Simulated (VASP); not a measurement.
# GaAs (F-43m) in VASP: a series of runs

Runs on GaAs. Level: PBE. Tasks: single point.

All numbers are computed with VASP 6.6.1; they aren't measurements. Logs are shortened: lines on timing, memory, paths and dates and some standing lists are left out, and cuts for length are marked.

**1. The cell of the first run**

It takes space group F-43m (No. 216, cubic). Conventional cell: a = 5.578 Å, b = 5.578 Å, c = 5.578 Å, α = 90.00°, β = 90.00°, γ = 90.00°. Ga (site symmetry -43m) has 4 As at 2.42 Å within 3.2 Å. Within 3.2 Å of As (site symmetry -43m) lie 4 Ga at 2.42 Å.

**2. Single point, PBE**

The input, INCAR:

```
SYSTEM = GaAs
PREC     = Accurate       ! precision mode
ENCUT    = 500            ! plane-wave cutoff, eV
EDIFF    = 1E-6           ! SCF threshold, eV
ISMEAR   = 0              ! smearing method
SIGMA    = 0.01           ! smearing width, eV
LREAL    = .FALSE.        ! projectors in reciprocal space
LASPH    = .TRUE.         ! aspherical terms in the spheres
NELM     = 120            ! most SCF steps
ALGO     = Normal         ! electronic algorithm
ISIF     = 2              ! what is computed and relaxed
LWAVE    = .FALSE.        ! write WAVECAR
LCHARG   = .TRUE.         ! write CHGCAR
GGA      = PE             ! functional
LELF     = .TRUE.         ! ELF
LVHAR    = .TRUE.       
NBANDS   = 16             ! bands
GGA_COMPAT= .FALSE.
```

The input, KPOINTS:

```
regular mesh
0
G
  4 4 4
  0 0 0
```

The input, POSCAR:

```
GaAs
1.0
    0.0000000000      2.7887926137      2.7887926137
    2.7887926137      0.0000000000      2.7887926137
    2.7887926137      2.7887926137      0.0000000000
Ga As
1 1
Direct
    0.0000000000      0.0000000000      0.0000000000
    0.2500000000      0.2500000000      0.2500000000
```

Potentials or basis: VASP PAW PBE potentials, release 64 (Ga_d, As).

Run with:

```console
> cat potpaw_PBE.64/Ga_d/POTCAR potpaw_PBE.64/As/POTCAR > POTCAR
> mpirun -np 1 vasp_std > vasp.out
```

OUTCAR:

```text
SYSTEM = GaAs
   PREC = Accurate
   ENCUT = 500
   EDIFF = 1E-6
   ISMEAR = 0
   LREAL = .FALSE.
   LASPH = .TRUE.
   NELM = 120
   ISIF = 2
   GGA = PE

 ion  position               nearest neighbor table
   1  0.000  0.000  0.000-   2 2.42   2 2.42   2 2.42   2 2.42
   2  0.250  0.250  0.250-   1 2.42   1 2.42   1 2.42   1 2.42

  LATTYP: Found a face centered cubic cell.
 ALAT       =     5.5775852274

  Lattice vectors:

 A1 = (   0.0000000000,   2.7887926137,   2.7887926137)
 A2 = (   2.7887926137,   0.0000000000,   2.7887926137)
 A3 = (   2.7887926137,   2.7887926137,   0.0000000000)

Analysis of symmetry for initial positions (statically):
[... 5 lines left out ...]
 face centered cubic supercell.

 Subroutine GETGRP returns: Found 24 space group operations
 (whereof 24 operations were pure point group operations)
 out of a pool of 48 trial point group operations.

The static configuration has the point symmetry T_d .

Analysis of symmetry for dynamics (positions and initial velocities):
[... 5 lines left out ...]
 face centered cubic supercell.

 Subroutine GETGRP returns: Found 24 space group operations
 (whereof 24 operations were pure point group operations)
 out of a pool of 48 trial point group operations.

The dynamic configuration has the point symmetry T_d .

 Subroutine INISYM returns: Found 24 space group operations
 (whereof 24 operations are pure point group operations),
 and found     1 'primitive' translations

----------------------------------------------------------------------------------------

                                     Primitive cell

  volume of cell :      43.3789

  direct lattice vectors                    reciprocal lattice vectors
     0.000000000  2.788792614  2.788792614    -0.179289058  0.179289058  0.179289058
     2.788792614  0.000000000  2.788792614     0.179289058 -0.179289058  0.179289058
     2.788792614  2.788792614  0.000000000     0.179289058  0.179289058 -0.179289058

  length of vectors
     3.943948337  3.943948337  3.943948337     0.310537757  0.310537757  0.310537757

  position of ions in fractional coordinates (direct lattice)
     0.000000000  0.000000000  0.000000000
     0.250000000  0.250000000  0.250000000

  ion indices of the primitive-cell ions
   primitive index   ion index
                 1           1
                 2           2

----------------------------------------------------------------------------------------

[... 49 lines left out ...]
   LASPH  =      T    aspherical Exc in radial PAW
   ENCUT  =  500.0 eV  36.75 Ry    6.06 a.u.   7.19  7.19  7.19*2*pi/ulx,y,z
   NELM   =    120;   NELMIN=  2; NELMDL= -5     # of ELM steps
   EDIFF  = 0.1E-05   stopping-criterion for ELM
   LREAL  =      F    real-space projection
   EDIFFG = 0.1E-04   stopping-criterion for IOM
   NSW    =      0    number of steps for IOM
   IBRION =     -1    ionic relax: 0-MD 1-quasi-New 2-CG
   NFREE  =      0    steps in history (QN), initial steepest desc. (CG)
   ISIF   =      2    stress and relaxation
   ISYM   =      2    0-nonsym 1-usesym 2-fastsym
   POTIM  = 0.5000    time-step for ionic-motion
   TEBEG  =    0.0;   TEEND  =   0.0 temperature during run
   PSTRESS=    0.0 pullay stress
   NELECT =      18.0000    total number of electrons
   NUPDOWN=      -1.0000    fix difference up-down
   EMIN   =  10.00;   EMAX   =-10.00  energy-range for DOS
   EFERMI =   0.00;   METHOD = LEGACY
   ISMEAR =     0;   SIGMA  =   0.01  broadening in eV -4-tet -1-fermi 0-gaus
   EFERMI_NEDOS =   21; number of points for ismear=-14 and -15
   IALGO  =     38    algorithm
   IMIX   =      4    mixing-type and parameters
     AMIX     =   0.40;   BMIX     =  1.00
     AMIX_MAG =   1.60;   BMIX_MAG =  1.00
  volume/ion in A,a.u.               =      21.69       146.37
  Fermi-wavevector in a.u.,A,eV,Ry     =   1.221067  2.307482 20.286345  1.491004
  Thomas-Fermi vector in A             =   2.356262
   LORBIT       =      0    0 simple, 1 ext, 2 COOP (PROOUT), +10 PAW based schemes
   GGA     = PE    functional components
   LHFCALC =     F    Hartree Fock is set to
   AEXX    =    0.0000 exact exchange contribution
   IVDW    =     0    specifies the selected vdW correction
   LEPSILON=     F    determine dielectric tensor
   LRPA    =     F    only Hartree local field effects (RPA)
 non-spin polarized calculation
 Gauss-broadening in eV      SIGMA  =   0.01
  energy-cutoff  :      500.00
  volume of cell :       43.38
 maximum number of plane-waves:      1124
 NGX is ok and might be reduce to    30
   NGX = 15   NGY = 15   NGZ = 15

 number of electron      18.0000015 magnetization

 Free energy of the ion-electron system (eV)
  ---------------------------------------------------
  ext. energy  EPLUGINS =         0.00000000
  ---------------------------------------------------
  free energy    TOTEN  =        -8.01220329 eV

  energy without entropy =       -8.01220329  energy(sigma->0) =       -8.01220329

 E-fermi :   4.4158     XC(G=0):  -9.7453

 val. band max:        4.3718994102   @ k =   0.0000   0.0000   0.0000
 cond. band min:       5.1940013922   @ k =   0.0000   0.0000   0.0000
 fundamental gap:      0.8221019820
 Fermi energy:         4.4158331655

 k-point     1 :       0.0000    0.0000    0.0000
  band No.  band energies     occupation
      1     -10.5674      2.00000
      2     -10.5674      2.00000
      3     -10.5674      2.00000
      4     -10.4791      2.00000
      5     -10.4791      2.00000
      6      -8.6577      2.00000
[... 129 lines left out ...]
      3     -10.5173      2.00000
      4     -10.4915      2.00000
      5     -10.4747      2.00000
      6      -5.8874      2.00000
[... 8 lines left out ...]
     15      16.8343      0.00000
     16      17.9489      0.00000

------------------------ aborting loop because EDIFF is reached ----------------------------------------

  FORCE on cell =-STRESS in cart. coord.  units (eV):
  Direction    XX          YY          ZZ          XY          YZ          ZX
  --------------------------------------------------------------------------------------
  -------------------------------------------------------------------------------------
  Total        1.9429303      1.9429303      1.9429303      0.0000000     -0.0000000      0.0000000
  in kB       71.7611089     71.7611089     71.7611089      0.0000000     -0.0000000      0.0000000
  external PRESSURE =      71.7611089 kB  Pullay stress =       0.0000000 kB

 VOLUME and BASIS-vectors are now :
 -----------------------------------------------------------------------------
  energy-cutoff  :      500.00
  volume of cell :       43.38
      direct lattice vectors                 reciprocal lattice vectors
     0.000000000  2.788792614  2.788792614    -0.179289058  0.179289058  0.179289058
     2.788792614  0.000000000  2.788792614     0.179289058 -0.179289058  0.179289058
     2.788792614  2.788792614  0.000000000     0.179289058  0.179289058 -0.179289058

 POSITION                                       TOTAL-FORCE (eV/Angst)
 -----------------------------------------------------------------------------------
      0.00000      0.00000      0.00000        -0.000000     -0.000000     -0.000000
      1.39440      1.39440      1.39440         0.000000      0.000000      0.000000
 -----------------------------------------------------------------------------------
    total drift:                               -0.000000     -0.000000     -0.000000

  FREE ENERGIE OF THE ION-ELECTRON SYSTEM (eV)
  ---------------------------------------------------
  free  energy   TOTEN  =        -8.0122032937 eV

  energy  without entropy=       -8.0122032937  energy(sigma->0) =       -8.01220329
```

Run time: 7.3 s. Hardware: 1 thread of AMD EPYC 7R13 (Zen 3), shared host; peak memory 0.13 GiB.

Results:

```
Free energy            : -8.0122 eV
Pressure               : 7.2 GPa
Band gap on the k mesh : 0.82 eV, direct
```

Caveat: the k points lie up to 0.49 Å⁻¹ apart. A k mesh can miss the band edges.

**3. Single point, PBE**

This run uses another cell than the first one, of 23.50 Å³/atom, 1.083 times its volume.

The input, INCAR:

```
PREC = Accurate
ENCUT = 500
EDIFF = 1E-6
ISMEAR = 0
SIGMA = 0.01
LREAL = False
LASPH = True
NELM = 120
ALGO = Normal
ISIF = 2
LWAVE = False
LCHARG = True
GGA = PE
LELF = True
LVHAR = True
NBANDS = 16
GGA_COMPAT = False
```

The input, KPOINTS:

```
Automatic mesh
0
Gamma
  4 4 4
```

The input, POSCAR:

```
GaAs
1.0
    0.0000000000      2.8642016346      2.8642016346
    2.8642016346      0.0000000000      2.8642016346
    2.8642016346      2.8642016346      0.0000000000
Ga As
1 1
Direct
    0.0000000000      0.0000000000      0.0000000000
    0.2500000000      0.2500000000      0.2500000000
```

Potentials or basis: VASP PAW PBE potentials, release 64 (Ga_d, As).

Run with:

```console
> cat potpaw_PBE.64/Ga_d/POTCAR potpaw_PBE.64/As/POTCAR > POTCAR
> mpirun -np 1 vasp_std > vasp.out
```

Run time: 7.6 s. Hardware: 1 thread of AMD EPYC 7R13 (Zen 3), shared host; peak memory 0.13 GiB.

Results (log left out):

* Free energy: -8.0988 eV
* Pressure: 0.9 GPa
* Band gap on the k mesh: 0.21 eV, direct

Levels at points of the mesh, in eV from the valence-band top:
| k point | band 7 | band 8 | band 9 | band 10 | band 11 | band 12 |
| --- | --- | --- | --- | --- | --- | --- |
| (0.00, 0.00, 0.00) | 0.00 | 0.00 | 0.00 | 0.21 | 3.68 | 3.68 |
| (0.50, 0.00, 0.00) | -6.45 | -1.09 | -1.09 | 0.87 | 4.59 | 4.59 |
| (0.50, 0.50, 0.00) | -6.67 | -2.56 | -2.56 | 1.51 | 1.65 | 9.84 |

Caveat: the k points lie up to 0.47 Å⁻¹ apart.
